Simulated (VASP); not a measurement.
Wanted: the native input for a VASP 6.6.1 run.

```yaml
Task: single point
Functional: r2SCAN
Dispersion: rVV10
Potentials_or_basis: VASP PAW PBE potentials, release 64 (Bi_d, B, Sb)
Cutoff: 520 eV
k_mesh: 12 × 12 × 2
Occupations: fermi-dirac, width 0.03 eV
Spin: no spin polarisation
Dipole_correction: no
Further_INCAR_settings: ALGO = Normal; EDIFF = 1e-06; NBANDS = 27
```

The system is BiB2Sb3.

```xyz
6
Lattice="3.6079 0.0000 0.0000 -1.8040 3.1245 0.0000 0.0000 0.0000 12.3438" Properties=species:S:1:pos:R:3 pbc="T T T"
Bi    0.0000    2.0830    9.1429
B     0.0000    0.0000   12.8630
B     1.8040    1.0415    3.5879
Sb    0.0000    0.0000    2.7890
Sb    1.8040    1.0415    5.8277
Sb    0.0000    2.0830   12.0787
```

These files were run (other wordings do the same):

POSCAR

```
BiB2Sb3
1.0
    3.6079138204      0.0000000000      0.0000000000
   -1.8039569102      3.1245450231      0.0000000000
    0.0000000000      0.0000000000     12.3437860867
Bi B Sb
1 2 3
Direct
    0.3333333333      0.6666666667      0.7406871520
    0.0000000000      0.0000000000      1.0420610312
    0.6666666667      0.3333333333      0.2906642632
    0.0000000000      0.0000000000      0.2259454825
    0.6666666667      0.3333333333      0.4721150906
    0.3333333333      0.6666666667      0.9785269806
```

INCAR.step1

```
SYSTEM = BiB2Sb3
PREC = Accurate
ENCUT = 520
ISMEAR = -1
SIGMA = 0.03
LREAL = .FALSE.
LASPH = .TRUE.
NELM = 80
NBANDS = 27
GGA = PE
ALGO = Normal
EDIFF = 1E-4
LWAVE = .TRUE.
LCHARG = .FALSE.
```

INCAR.step2

```
SYSTEM = BiB2Sb3
PREC = Accurate
ENCUT = 520
EDIFF = 1E-6
ISMEAR = -1
SIGMA = 0.03
LREAL = .FALSE.
LASPH = .TRUE.
NELM = 80
ALGO = Normal
ISIF = 2
LWAVE = .FALSE.
LCHARG = .FALSE.
METAGGA = R2SCAN
LMIXTAU = .TRUE.
LUSE_VDW = .TRUE.
IVDW_NL = 2
BPARAM = 11.95
CPARAM = 0.0093
NBANDS = 27
ISTART = 1
```

KPOINTS

```
regular mesh
0
G
  12 12 2
  0 0 0
```

Potentials or basis: VASP PAW PBE potentials, release 64 (Bi_d, B, Sb).

Run with:

```console
$ cat potpaw_PBE.64/Bi_d/POTCAR potpaw_PBE.64/B/POTCAR potpaw_PBE.64/Sb/POTCAR > POTCAR
$ cp INCAR.step1 INCAR
$ mpirun -np 1 vasp_std > vasp.out
$ cp INCAR.step2 INCAR
$ mpirun -np 1 vasp_std > vasp.out
```

Results of the run:

```
Pressure               : 0.5 GPa
Largest force          : 0.060 eV/Å
Band gap on the k mesh : zero (bands 18 and 19 overlap by 4.97 eV)
```

Caveat: the PAW data sets were made with another functional, which shifts forces and pressure a little; spin-orbit coupling is left out, which moves the levels of the heavy elements.

Run time: 11 min on 1 thread of Intel(R) Xeon(R) Platinum 8488C (Sapphire Rapids) (shared host), peak memory 0.64 GiB.
